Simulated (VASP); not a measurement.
# SnO2 (fluorite type) (Fm-3m) in VASP: density of states with PBE

Aim: the density of states of SnO2 (fluorite type) with PBE.

All numbers are computed with VASP 6.6.1; they aren't measurements. Logs are shortened: lines on timing, memory, paths and dates and some standing lists are left out, and cuts for length are marked.

## Step 1: The cell of the first run

Symmetry: Fm-3m, No. 225, cubic system. The conventional cell has a = 5.143 Å, b = 5.143 Å, c = 5.143 Å, α = 90.00°, β = 90.00°, γ = 90.00°. Sn (site symmetry m-3m) has 8 O at 2.23 Å within 2.9 Å. O (site symmetry -43m) has 4 Sn at 2.23 Å and 6 O at 2.57 Å within 2.9 Å.

## Step 2: Density of states, PBE

POSCAR

```
SnO2
1.0
    0.0000000000      2.5715937714      2.5715937714
    2.5715937714      0.0000000000      2.5715937714
    2.5715937714      2.5715937714      0.0000000000
Sn O
1 2
Direct
    0.0000000000      0.0000000000      0.0000000000
    0.2500000000      0.2500000000      0.2500000000
    0.7500000000      0.7500000000      0.7500000000
```

INCAR.step1

```
ALGO = Normal
EDIFF = 1E-6
ENCUT = 520
GGA = PE
ISIF = 2
ISMEAR = -1
LASPH = T
LCHARG = T
LREAL = F
LWAVE = F
NBANDS = 20
NELM = 80
PREC = Accurate
SIGMA = 0.08
```

KPOINTS.step1

```
k-points
0
Gamma
  12 12 12
```

INCAR.step2

```
ALGO = Normal
EDIFF = 1E-6
ENCUT = 520
GGA = PE
ICHARG = 11
ISIF = 2
ISMEAR = -5
LASPH = T
LCHARG = F
LORBIT = 11
LREAL = F
LWAVE = F
NBANDS = 20
NEDOS = 1001
NELM = 80
PREC = Accurate
SIGMA = 0.08
```

KPOINTS.step2

```
k-points
0
Gamma
  18 18 18
```

Potentials or basis: VASP PAW PBE potentials, release 64 (Sn_d, O).

The run is started by

```console
$ cat potpaw_PBE.64/Sn_d/POTCAR potpaw_PBE.64/O/POTCAR > POTCAR
$ cp INCAR.step1 INCAR
$ cp KPOINTS.step1 KPOINTS
$ mpirun -np 1 vasp_std > vasp.out
$ cp INCAR.step2 INCAR
$ cp KPOINTS.step2 KPOINTS
$ mpirun -np 1 vasp_std > vasp.out
```

OUTCAR:

```text
EDIFF = 1E-6
   ENCUT = 520
   GGA = PE
   ICHARG = 11
   ISIF = 2
   ISMEAR = -5
   LASPH = T
   LORBIT = 11
   LREAL = F
   NELM = 80
   PREC = Accurate

 ion  position               nearest neighbor table
   1  0.000  0.000  0.000-   3 2.23   3 2.23   3 2.23   2 2.23   3 2.23   2 2.23   2 2.23   2 2.23

   2  0.250  0.250  0.250-   1 2.23   1 2.23   1 2.23   1 2.23
   3  0.750  0.750  0.750-   1 2.23   1 2.23   1 2.23   1 2.23

  LATTYP: Found a face centered cubic cell.
 ALAT       =     5.1431875428

  Lattice vectors:

 A1 = (   0.0000000000,   2.5715937714,   2.5715937714)
 A2 = (   2.5715937714,   0.0000000000,   2.5715937714)
 A3 = (   2.5715937714,   2.5715937714,   0.0000000000)

Analysis of symmetry for initial positions (statically):
=====================================================================
 Subroutine PRICEL returns:
 Original cell was already a primitive cell.

 Routine SETGRP: Setting up the symmetry group for a
 face centered cubic supercell.

 Subroutine GETGRP returns: Found 48 space group operations
 (whereof 48 operations were pure point group operations)
 out of a pool of 48 trial point group operations.

The static configuration has the point symmetry O_h .

Analysis of symmetry for dynamics (positions and initial velocities):
=====================================================================
 Subroutine PRICEL returns:
 Original cell was already a primitive cell.

 Routine SETGRP: Setting up the symmetry group for a
 face centered cubic supercell.

 Subroutine GETGRP returns: Found 48 space group operations
 (whereof 48 operations were pure point group operations)
 out of a pool of 48 trial point group operations.

The dynamic configuration has the point symmetry O_h .

 Subroutine INISYM returns: Found 48 space group operations
 (whereof 48 operations are pure point group operations),
 and found     1 'primitive' translations

----------------------------------------------------------------------------------------

                                     Primitive cell

  volume of cell :      34.0124

  direct lattice vectors                    reciprocal lattice vectors
     0.000000000  2.571593771  2.571593771    -0.194431953  0.194431953  0.194431953
     2.571593771  0.000000000  2.571593771     0.194431953 -0.194431953  0.194431953
     2.571593771  2.571593771  0.000000000     0.194431953  0.194431953 -0.194431953

  length of vectors
     3.636782788  3.636782788  3.636782788     0.336766022  0.336766022  0.336766022

  position of ions in fractional coordinates (direct lattice)
     0.000000000  0.000000000  0.000000000
     0.250000000  0.250000000  0.250000000
     0.750000000  0.750000000  0.750000000

  ion indices of the primitive-cell ions
   primitive index   ion index
                 1           1
                 2           2
                 3           3

----------------------------------------------------------------------------------------

 KPOINTS: k-points

Automatic generation of k-mesh.
 Grid dimensions read from file:
 generate k-points for:   18   18   18

 Generating k-lattice:

  Cartesian coordinates                     Fractional coordinates (reciprocal lattice)
    -0.010801775  0.010801775  0.010801775     0.055555556  0.000000000  0.000000000
     0.010801775 -0.010801775  0.010801775     0.000000000  0.055555556  0.000000000
     0.010801775  0.010801775 -0.010801775     0.000000000  0.000000000  0.055555556

  Length of vectors
     0.018709223  0.018709223  0.018709223

  Shift w.r.t. Gamma in fractional coordinates (k-lattice)
     0.000000000  0.000000000  0.000000000

 TETIRR: Found    806 inequivalent tetrahedra from    34992

 Subroutine IBZKPT returns following result:
 ===========================================

 Found    195 irreducible k-points:

 Following reciprocal coordinates:
            Coordinates               Weight
  0.000000  0.000000  0.000000      1.000000
  0.055556  0.000000  0.000000      8.000000
  0.111111  0.000000  0.000000      8.000000
  0.166667  0.000000  0.000000      8.000000
  0.222222  0.000000  0.000000      8.000000
  0.277778  0.000000  0.000000      8.000000
[... 16 lines left out ...]
 -0.277778  0.055556  0.000000     24.000000
 -0.222222  0.055556  0.000000     24.000000
 [... further k-points ...]
   k-points           NKPTS =    195   k-points in BZ     NKDIM =    195   number of bands    NBANDS=     20
   number of dos      NEDOS =   1001   number of ions     NIONS =      3
   total plane-waves  NPLWV =  21952
   dimension x,y,z NGX =    28 NGY =   28 NGZ =   28
   dimension x,y,z NGXF=    56 NGYF=   56 NGZF=   56
   ions per type =               1   2
   NGX,Y,Z   is equivalent  to a cutoff of  12.80, 12.80, 12.80 a.u.
   NGXF,Y,Z  is equivalent  to a cutoff of  25.60, 25.60, 25.60 a.u.
 SYSTEM =  unknown system
   PREC   = accura    normal or accurate (medium, high low for compatibility)
   ISTART =      0    job   : 0-new  1-cont  2-samecut
   ICHARG =     11    charge: 1-file 2-atom 10-const
   ISPIN  =      1    spin polarized calculation?
   LNONCOLLINEAR =      F non collinear calculations
   LSORBIT =      F    spin-orbit coupling
   LASPH  =      T    aspherical Exc in radial PAW
   ENCUT  =  520.0 eV  38.22 Ry    6.18 a.u.   6.76  6.76  6.76*2*pi/ulx,y,z
   NELM   =     80;   NELMIN=  2; NELMDL=  0     # of ELM steps
   EDIFF  = 0.1E-05   stopping-criterion for ELM
   LREAL  =      F    real-space projection
   EDIFFG = 0.1E-04   stopping-criterion for IOM
   NSW    =      0    number of steps for IOM
   IBRION =     -1    ionic relax: 0-MD 1-quasi-New 2-CG
   NFREE  =      0    steps in history (QN), initial steepest desc. (CG)
   ISIF   =      2    stress and relaxation
   ISYM   =      2    0-nonsym 1-usesym 2-fastsym
   POTIM  = 0.5000    time-step for ionic-motion
   TEBEG  =    0.0;   TEEND  =   0.0 temperature during run
   PSTRESS=    0.0 pullay stress
   NELECT =      26.0000    total number of electrons
   NUPDOWN=      -1.0000    fix difference up-down
   EMIN   =  10.00;   EMAX   =-10.00  energy-range for DOS
   EFERMI =   0.00;   METHOD = LEGACY
   ISMEAR =    -5;   SIGMA  =   0.08  broadening in eV -4-tet -1-fermi 0-gaus
   EFERMI_NEDOS =   21; number of points for ismear=-14 and -15
   IALGO  =     38    algorithm
   IMIX   =      4    mixing-type and parameters
     AMIX     =   0.40;   BMIX     =  1.00
     AMIX_MAG =   1.60;   BMIX_MAG =  1.00
  volume/ion in A,a.u.               =      11.34        76.51
  Fermi-wavevector in a.u.,A,eV,Ry     =   1.496880  2.828693 30.485881  2.240649
  Thomas-Fermi vector in A             =   2.608839
   LORBIT       =     11    0 simple, 1 ext, 2 COOP (PROOUT), +10 PAW based schemes
   GGA     = PE    functional components
   LHFCALC =     F    Hartree Fock is set to
   AEXX    =    0.0000 exact exchange contribution
   IVDW    =     0    specifies the selected vdW correction
   LEPSILON=     F    determine dielectric tensor
   LRPA    =     F    only Hartree local field effects (RPA)
 non-spin polarized calculation
 Fermi weights with tetrahedron method with Bloechl corrections
  energy-cutoff  :      520.00
  volume of cell :       34.01
 maximum number of plane-waves:       941

 number of electron      25.9999990 magnetization

 Free energy of the ion-electron system (eV)
  ---------------------------------------------------
  ext. energy  EPLUGINS =         0.00000000
  ---------------------------------------------------
  free energy    TOTEN  =       -17.91672658 eV

  energy without entropy =      -17.91672658  energy(sigma->0) =      -17.91672658

 E-fermi :   7.3847     XC(G=0): -11.6789

 val. band max:        7.3887909941   @ k =  -0.2778   0.5000   0.2222
 cond. band min:       7.2347523350   @ k =   0.0000   0.0000   0.0000
 fundamental gap:     -0.1540386591
 Fermi energy:         7.3846592611

 k-point     1 :       0.0000    0.0000    0.0000
  band No.  band energies     occupation
      1     -13.1782      2.00000
      2     -13.1782      2.00000
      3     -13.1782      2.00000
      4     -13.0428      2.00000
      5     -13.0428      2.00000
      6     -11.9328      2.00000
[... 12 lines left out ...]
     19      22.4956      0.00000
     20      22.4956      0.00000

 k-point     2 :       0.0556    0.0000    0.0000
  band No.  band energies     occupation
      1     -13.1887      2.00000
      2     -13.1760      2.00000
      3     -13.1760      2.00000
      4     -13.0429      2.00000
      5     -13.0429      2.00000
      6     -11.9032      2.00000
[... 12 lines left out ...]
     19      22.5013      0.00000
     20      22.5013      0.00000

 k-point     3 :       0.1111    0.0000    0.0000
  band No.  band energies     occupation
      1     -13.2204      2.00000
      2     -13.1698      2.00000
      3     -13.1698      2.00000
      4     -13.0430      2.00000
      5     -13.0430      2.00000
      6     -11.8119      2.00000
[... 12 lines left out ...]
     19      22.5186      0.00000
     20      22.5186      0.00000

 k-point     4 :       0.1667    0.0000    0.0000
  band No.  band energies     occupation
      1     -13.2722      2.00000
      2     -13.1610      2.00000
      3     -13.1610      2.00000
      4     -13.0424      2.00000
      5     -13.0424      2.00000
      6     -11.6556      2.00000
[... 429 lines left out ...]
 k-point    23 :      -0.2778    0.0556    0.0000
  band No.  band energies     occupation
      1     -13.4305      2.00000
      2     -13.1507      2.00000
      3     -13.1409      2.00000
      4     -13.0389      2.00000
      5     -13.0300      2.00000
      6     -11.0242      2.00000
[... 12 lines left out ...]
     19      22.5154      0.00000
     20      23.8949      0.00000

 k-point    24 :      -0.2222    0.0556    0.0000
  band No.  band energies     occupation
      1     -13.3613      2.00000
      2     -13.1552      2.00000
      3     -13.1483      2.00000
      4     -13.0441      2.00000
      5     -13.0348      2.00000
      6     -11.3212      2.00000
[... 12 lines left out ...]
     19      22.4992      0.00000
     20      23.6028      0.00000

 [... further k-points ...]

------------------------ aborting loop because EDIFF is reached ----------------------------------------

  FORCE on cell =-STRESS in cart. coord.  units (eV):
  Direction    XX          YY          ZZ          XY          YZ          ZX
  --------------------------------------------------------------------------------------
  -------------------------------------------------------------------------------------
  Total        0.0972041      0.0972041      0.0972041      0.0000000     -0.0000000     -0.0000000
  in kB        4.5788662      4.5788662      4.5788662      0.0000000     -0.0000000     -0.0000000
  external PRESSURE =       4.5788662 kB  Pullay stress =       0.0000000 kB

 VOLUME and BASIS-vectors are now :
 -----------------------------------------------------------------------------
  energy-cutoff  :      520.00
  volume of cell :       34.01
      direct lattice vectors                 reciprocal lattice vectors
     0.000000000  2.571593771  2.571593771    -0.194431953  0.194431953  0.194431953
     2.571593771  0.000000000  2.571593771     0.194431953 -0.194431953  0.194431953
     2.571593771  2.571593771  0.000000000     0.194431953  0.194431953 -0.194431953

 POSITION                                       TOTAL-FORCE (eV/Angst)
 -----------------------------------------------------------------------------------
      0.00000      0.00000      0.00000         0.000000     -0.000000      0.000000
      1.28580      1.28580      1.28580        -0.000000     -0.000000     -0.000000
      3.85739      3.85739      3.85739         0.000000      0.000000      0.000000
 -----------------------------------------------------------------------------------
    total drift:                               -0.000000     -0.000000      0.000000

  FREE ENERGIE OF THE ION-ELECTRON SYSTEM (eV)
  ---------------------------------------------------
  free  energy   TOTEN  =       -17.9167265807 eV

  energy  without entropy=      -17.9167265807  energy(sigma->0) =      -17.91672658

 total charge

# of ion       s       p       d       tot
------------------------------------------
    1        0.866   0.905  10.247  12.018
    2        1.580   3.447   0.000   5.027
    3        1.580   3.447   0.000   5.027
--------------------------------------------------
tot          4.026   7.798  10.247  22.071
```

It took 74 s on 1 thread of Intel Xeon Platinum 8488C (Sapphire Rapids), shared host; peak memory 0.24 GiB.

What came out:

```yaml
Valence_electrons_inside_the_program's_atomic_spheres: Sn 12.02; O 5.03
```

Levels at points of the mesh, in eV from the Fermi level:
```csv
k point,band 11,band 12,band 13,band 14,band 15,band 16
"(0.00, 0.00, 0.00)",-1.30,-1.30,-1.30,-0.15,6.99,6.99
"(0.50, 0.00, 0.00)",-3.23,-2.02,-2.02,4.52,7.86,10.07
"(0.50, 0.50, 0.00)",-0.18,-0.18,-0.08,3.08,6.89,9.78
```

Caveat: spin-orbit coupling is left out, which moves the levels of the heavy elements; tetrahedron occupations give inexact forces and stress in metals.
